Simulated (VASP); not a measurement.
# MnS (Fm-3m) in VASP: notebook, part 2 of 2

VASP 6.6.1. The steps go on from the part before.

**3. Single point, PBE+U, collinear spin, ferromagnetic start**

Contents of INCAR:

```
PREC = Accurate
ENCUT = 520
EDIFF = 1E-6
ISMEAR = -1
SIGMA = 0.05
LREAL = F
LASPH = T
NELM = 150
ALGO = Normal
ISIF = 2
LWAVE = F
LCHARG = F
ISPIN = 2
MAGMOM = 1 0
LORBIT = 11
NUPDOWN = 1.0
LMAXMIX = 4
LDAU = T
LDAUTYPE = 2
LDAUL = 2 -1
LDAUU = 3.9 0
LDAUJ = 0 0
LDAUPRINT = 1
GGA = PE
NBANDS = 20
```

Contents of KPOINTS:

```
Automatic mesh
0
Gamma
  7 7 7
```

Contents of POSCAR:

```
MnS
1.0
    0.0000000000      2.6118000000      2.6118000000
    2.6118000000      0.0000000000      2.6118000000
    2.6118000000      2.6118000000      0.0000000000
Mn S
1 1
Direct
    0.0000000000      0.0000000000      0.0000000000
    0.5000000000      0.5000000000      0.5000000000
```

Potentials or basis: VASP PAW PBE potentials, release 64 (Mn_pv, S).

On the command line:

```console
cat potpaw_PBE.64/Mn_pv/POTCAR potpaw_PBE.64/S/POTCAR > POTCAR
mpirun -np 1 vasp_std > vasp.out
```

OUTCAR:

```text
PREC = Accurate
   ENCUT = 520
   EDIFF = 1E-6
   ISMEAR = -1
   LREAL = F
   LASPH = T
   NELM = 150
   ISIF = 2
   ISPIN = 2
   LORBIT = 11
   NUPDOWN = 1.0
   GGA = PE

 ion  position               nearest neighbor table
   1  0.000  0.000  0.000-   2 2.61   2 2.61   2 2.61   2 2.61   2 2.61   2 2.61
   2  0.500  0.500  0.500-   1 2.61   1 2.61   1 2.61   1 2.61   1 2.61   1 2.61

  LATTYP: Found a face centered cubic cell.
 ALAT       =     5.2236000000

  Lattice vectors:

 A1 = (   0.0000000000,   2.6118000000,   2.6118000000)
 A2 = (   2.6118000000,   0.0000000000,   2.6118000000)
 A3 = (   2.6118000000,   2.6118000000,   0.0000000000)

Analysis of symmetry for initial positions (statically):
=====================================================================
 Subroutine PRICEL returns:
 Original cell was already a primitive cell.

 Routine SETGRP: Setting up the symmetry group for a
 face centered cubic supercell.

 Subroutine GETGRP returns: Found 48 space group operations
 (whereof 48 operations were pure point group operations)
 out of a pool of 48 trial point group operations.

The static configuration has the point symmetry O_h .

Analysis of symmetry for dynamics (positions and initial velocities):
=====================================================================
 Subroutine PRICEL returns:
 Original cell was already a primitive cell.

 Routine SETGRP: Setting up the symmetry group for a
 face centered cubic supercell.

 Subroutine GETGRP returns: Found 48 space group operations
 (whereof 48 operations were pure point group operations)
 out of a pool of 48 trial point group operations.

The dynamic configuration has the point symmetry O_h .

Analysis of structural, dynamic, and magnetic symmetry:
=====================================================================
 Subroutine PRICEL returns:
 Original cell was already a primitive cell.
[... 180 lines left out ...]
  ---------------------------------------------------
  ext. energy  EPLUGINS =         0.00000000
  ---------------------------------------------------
  free energy    TOTEN  =       -10.37109671 eV

  energy without entropy =      -10.36736501  energy(sigma->0) =      -10.36923086

 E-fermi :   6.6819     XC(G=0): -10.6050

 val. band max:        6.6574098329   @ k =  -0.2857   0.1429   0.0000
 cond. band min:       6.7410174779   @ k =   0.2857   0.2857   0.0000
 fundamental gap:      0.0836076450
 Fermi energy:         5.9335232306

 spin component 1

 k-point     1 :       0.0000    0.0000    0.0000
  band No.  band energies     occupation
      1     -42.5142      1.00000
      2     -42.5140      1.00000
      3     -42.5139      1.00000
      4      -7.7379      1.00000
      5       2.3841      1.00000
      6       2.3842      1.00000
[... 436 lines left out ...]
      6       1.1892      1.00000
[... 12 lines left out ...]
     19      22.0920      0.00000
     20      23.7428      0.00000
 Fermi energy:         6.6819122481

 spin component 2

 k-point     1 :       0.0000    0.0000    0.0000
  band No.  band energies     occupation
      1     -41.4280      1.00000
      2     -41.4276      1.00000
      3     -41.4274      1.00000
      4      -7.8108      1.00000
      5       2.9319      1.00000
      6       2.9340      1.00000
[... 449 lines left out ...]
     19      22.2599      0.00000
     20      23.3365      0.00000

------------------------ aborting loop because EDIFF is reached ----------------------------------------

  FORCE on cell =-STRESS in cart. coord.  units (eV):
  Direction    XX          YY          ZZ          XY          YZ          ZX
  --------------------------------------------------------------------------------------
  -------------------------------------------------------------------------------------
  Total       -0.1374715     -0.1374715     -0.1374715      0.0000000      0.0000000     -0.0000000
  in kB       -6.1812103     -6.1812103     -6.1812103      0.0000000      0.0000000     -0.0000000
  external PRESSURE =      -6.1812103 kB  Pullay stress =       0.0000000 kB

 VOLUME and BASIS-vectors are now :
 -----------------------------------------------------------------------------
  energy-cutoff  :      520.00
  volume of cell :       35.63
      direct lattice vectors                 reciprocal lattice vectors
     0.000000000  2.611800000  2.611800000    -0.191438854  0.191438854  0.191438854
     2.611800000  0.000000000  2.611800000     0.191438854 -0.191438854  0.191438854
     2.611800000  2.611800000  0.000000000     0.191438854  0.191438854 -0.191438854

 POSITION                                       TOTAL-FORCE (eV/Angst)
 -----------------------------------------------------------------------------------
      0.00000      0.00000      0.00000         0.000000      0.000000      0.000000
      2.61180      2.61180      2.61180         0.000000      0.000000     -0.000000
 -----------------------------------------------------------------------------------
    total drift:                               -0.000000      0.000000      0.000000

  FREE ENERGIE OF THE ION-ELECTRON SYSTEM (eV)
  ---------------------------------------------------
  free  energy   TOTEN  =       -10.3710967135 eV

  energy  without entropy=      -10.3673650108  energy(sigma->0) =      -10.36923086

 total charge

# of ion       s       p       d       tot
------------------------------------------
    1        0.212   6.158   4.947  11.317
    2        1.325   2.420   0.000   3.745
--------------------------------------------------
tot          1.537   8.578   4.947  15.062

 magnetization (x)

# of ion       s       p       d       tot
------------------------------------------
    1        0.005  -0.004   1.038   1.039
    2       -0.024  -0.061   0.000  -0.085
--------------------------------------------------
tot         -0.020  -0.065   1.038   0.954
```

It took 43 s on 1 thread of AMD EPYC 7R13, shared host; peak memory 0.15 GiB.

What came out:

| Item | Value |
| --- | --- |
| Free energy | -10.3711 eV |
| Pressure | -0.6 GPa |
| Net moment | 1.00 μB per cell |
| Site moments | Mn +1.04; S -0.09 μB |
| Valence electrons inside the program's atomic spheres | Mn 11.32; S 3.75 |

Eigenvalues of the final occupation matrices:
```tsv
site	spin	trace	eigenvalues
site 1 d	1	3.00	0.11 0.11 0.93 0.93 0.93
site 1 d	2	1.96	0.03 0.03 0.03 0.94 0.94
```

Caveat: the total moment is fixed, so each spin has its own Fermi level and the state may be an excited one; a cell with one magnetic atom can't hold antiferromagnetic order, which such compounds often take. The state reached can hang on the start; a lower one may exist.

**4. Single point, PBE+U, collinear spin, ferromagnetic start**

Contents of INCAR:

```
SYSTEM = MnS
PREC = Accurate ; ENCUT = 520
EDIFF = 1E-6 ; ISMEAR = -1
SIGMA = 0.05 ; LREAL = .False.
LASPH = .True. ; NELM = 150
ALGO = Normal ; ISIF = 2
LWAVE = .False. ; LCHARG = .False.
ISPIN = 2 ; MAGMOM = 5 0
LORBIT = 11 ; NUPDOWN = 5.0
LMAXMIX = 4 ; LDAU = .True.
LDAUTYPE = 2 ; LDAUL = 2 -1
LDAUU = 3.9 0 ; LDAUJ = 0 0
LDAUPRINT = 1 ; GGA = PE
NBANDS = 20
```

Contents of KPOINTS:

```
regular mesh
0
Gamma
  7 7 7
  0 0 0
```

POSCAR is that of step 3.

On the command line:

```console
cat potpaw_PBE.64/Mn_pv/POTCAR potpaw_PBE.64/S/POTCAR > POTCAR
mpirun -np 1 vasp_std > vasp.out
```

Run time: 27 s. Hardware: 1 thread of AMD EPYC 7R13, shared host; peak memory 0.15 GiB.

It converged, with:

* Free energy: -12.9749 eV
* Pressure: 3.4 GPa
* Net moment: 5.00 μB per cell
* Site moments: Mn +4.59; S +0.09 μB
* Valence electrons inside the program's atomic spheres: Mn 11.28; S 3.78

Eigenvalues of the final occupation matrices:
```csv
site,spin,trace,eigenvalues
site 1 d,1,4.71,0.93 0.93 0.93 0.96 0.96
site 1 d,2,0.20,0.01 0.01 0.01 0.08 0.08
```

Caveat: the cell stands under pressure; the total moment is fixed, so each spin has its own Fermi level and the state may be an excited one; a cell with one magnetic atom can't hold antiferromagnetic order, which such compounds often take. The state reached can hang on the start; a lower one may exist.

**5. Single point, PBE+U, collinear spin, ferromagnetic start**

Contents of INCAR:

```
ALGO = Normal
EDIFF = 1E-7
ENCUT = 520
GGA = PE
ISIF = 2
ISMEAR = -1
ISPIN = 2
LASPH = True
LCHARG = False
LDAU = True
LDAUJ = 0 0
LDAUL = 2 -1
LDAUPRINT = 1
LDAUTYPE = 2
LDAUU = 3.9 0
LMAXMIX = 4
LORBIT = 11
LREAL = False
LWAVE = False
MAGMOM = 3 0
NBANDS = 20
NELM = 150
NUPDOWN = 3.0
PREC = Accurate
SIGMA = 0.05
```

Contents of KPOINTS:

```
k-points
0
Gamma
  7 7 7
```

POSCAR is that of step 4.

On the command line:

```console
cat potpaw_PBE.64/Mn_pv/POTCAR potpaw_PBE.64/S/POTCAR > POTCAR
mpirun -np 1 vasp_std > vasp.out
```

Run time: 36 s. Hardware: 1 thread of AMD EPYC 7R13, shared host; peak memory 0.15 GiB.

The run converged. Its results:

* Free energy: -10.4726 eV
* Pressure: -13.8 GPa
* Net moment: 3.00 μB per cell
* Site moments: Mn +3.35; S -0.23 μB
* Valence electrons inside the program's atomic spheres: Mn 11.38; S 3.63

Eigenvalues of the final occupation matrices:
```
    site  spin  trace               eigenvalues
site 1 d     1   4.19  0.71 0.71 0.92 0.92 0.92
site 1 d     2   0.87  0.14 0.14 0.14 0.23 0.23
```

Caveat: the cell stands under tension; the total moment is fixed, so each spin has its own Fermi level and the state may be an excited one; a cell with one magnetic atom can't hold antiferromagnetic order, which such compounds often take. The state reached can hang on the start; a lower one may exist.

**6. Single point, PBE+U, collinear spin, ferromagnetic start**

Contents of INCAR:

```
SYSTEM = MnS
PREC = Accurate
ENCUT = 520
EDIFF = 1E-7
ISMEAR = -1
SIGMA = 0.05
LREAL = .False.
LASPH = .True.
NELM = 150
ALGO = Normal
ISIF = 2
LWAVE = .False.
LCHARG = .True.
ISPIN = 2
MAGMOM = 7 0
LORBIT = 11
NUPDOWN = 7.0
LMAXMIX = 4
LDAU = .True.
LDAUTYPE = 2
LDAUL = 2 -1
LDAUU = 3.9 0
LDAUJ = 0 0
LDAUPRINT = 1
GGA = PE
LELF = .True.
LVHAR = .True.
NBANDS = 20
```

Contents of KPOINTS:

```
regular mesh
0
Gamma
  7 7 7
  0 0 0
```

POSCAR is that of step 5.

Potentials or basis: VASP PAW PBE potentials, release 64 (Mn_pv, S).

On the command line:

```console
cat potpaw_PBE.64/Mn_pv/POTCAR potpaw_PBE.64/S/POTCAR > POTCAR
mpirun -np 1 vasp_std > vasp.out
```

It took 32 s on 1 thread of AMD EPYC 7R13, shared host; peak memory 0.15 GiB.

The run converged. Its results:

- Free energy: -7.2802 eV
- Pressure: 28.6 GPa
- Net moment: 7.00 μB per cell
- Site moments: Mn +4.96; S +0.76 μB
- Valence electrons inside the program's atomic spheres: Mn 11.37; S 3.61

Eigenvalues of the final occupation matrices:
| site | spin | trace | eigenvalues |
| --- | --- | --- | --- |
| site 1 d | 1 | 4.71 | 0.93 0.93 0.93 0.96 0.96 |
| site 1 d | 2 | 0.09 | 0.01 0.01 0.01 0.03 0.03 |

Caveat: the cell stands under pressure; the total moment is fixed, so each spin has its own Fermi level and the state may be an excited one; a cell with one magnetic atom can't hold antiferromagnetic order, which such compounds often take. The state reached can hang on the start; a lower one may exist.

**7. Single point, PBE+U, collinear spin, ferromagnetic start**

Contents of INCAR:

```
  ALGO = Normal
  EDIFF = 1E-6
  ENCUT = 520
  GGA = PE
  ISIF = 2
  ISMEAR = -1
  ISPIN = 2
  LASPH = T
  LCHARG = F
  LDAU = T
  LDAUJ = 0 0
  LDAUL = 2 -1
  LDAUPRINT = 1
  LDAUTYPE = 2
  LDAUU = 3.9 0
  LMAXMIX = 4
  LORBIT = 11
  LREAL = F
  LWAVE = F
  MAGMOM = 0.45 0
  NBANDS = 20
  NELM = 150
  PREC = Accurate
  SIGMA = 0.05
```

Contents of KPOINTS:

```
k-points
0
Gamma
  7 7 7
```

POSCAR is that of step 6.

On the command line:

```console
cat potpaw_PBE.64/Mn_pv/POTCAR potpaw_PBE.64/S/POTCAR > POTCAR
mpirun -np 1 vasp_std > vasp.out
```

Run time: 34 s. Hardware: 1 thread of AMD EPYC 7R13, shared host; peak memory 0.15 GiB.

Results (log left out):

- Free energy: -12.9749 eV
- Pressure: 3.4 GPa
- Band gap on the k mesh: 0.70 eV (least direct gap 2.64 eV)
- Net moment: 5.00 μB per cell
- Site moments: Mn +4.59; S +0.09 μB
- Valence electrons inside the program's atomic spheres: Mn 11.28; S 3.78

Levels at points of the mesh, in eV from the valence-band top:
Spin up:
```csv
k point,band 8,band 9,band 10,band 11,band 12,band 13,band 14,band 15,band 16,band 17
"(0.00, 0.00, 0.00)",-4.79,-4.79,-1.37,-1.37,-1.37,2.01,8.60,8.60,8.60,10.89
```
Spin down:
| k point | band 4 | band 5 | band 6 | band 7 | band 8 | band 9 | band 10 | band 11 |
| --- | --- | --- | --- | --- | --- | --- | --- | --- |
| (0.00, 0.00, 0.00) | -13.77 | -1.18 | -1.18 | -1.18 | 2.11 | 2.11 | 2.11 | 2.12 |

Eigenvalues of the final occupation matrices:
| site | spin | trace | eigenvalues |
| --- | --- | --- | --- |
| site 1 d | 1 | 4.71 | 0.93 0.93 0.93 0.96 0.96 |
| site 1 d | 2 | 0.20 | 0.01 0.01 0.01 0.08 0.08 |

Caveat: the cell stands under pressure; semilocal functionals underestimate gaps, and a narrow one can read as zero; an odd mesh through Γ misses points on the zone boundary, where band edges can lie; a cell with one magnetic atom can't hold antiferromagnetic order, which such compounds often take.

**8. The runs side by side**

```tsv
fixed moment (μB)	pressure (GPa)	moment (μB)
-	3.4	5.00
1.0	-0.6	1.00
5.0	3.4	5.00
3.0	-13.8	3.00
7.0	28.6	7.00
```

Alike in all rows: task single point; level PBE+U; potentials or basis VASP PAW PBE potentials, release 64 (Mn_pv, S); spin collinear, ferromagnetic start; Mn d U = 3.9 eV; cell as given; k mesh 7 × 7 × 7; cutoff (eV) 520; smearing fermi-dirac 0.05 eV.

Caveats: a cell with one magnetic atom can't hold antiferromagnetic order, which such compounds often take; the total moment is fixed, so each spin has its own Fermi level and the state may be an excited one (at least some runs); the cell stands under pressure (at least some runs); semilocal functionals underestimate gaps, and a narrow one can read as zero (at least some runs); an odd mesh through Γ misses points on the zone boundary, where band edges can lie (at least some runs); the cell stands under tension (at least some runs).

Total energies depend on the potentials used, so only differences within one code and one set of settings carry meaning.
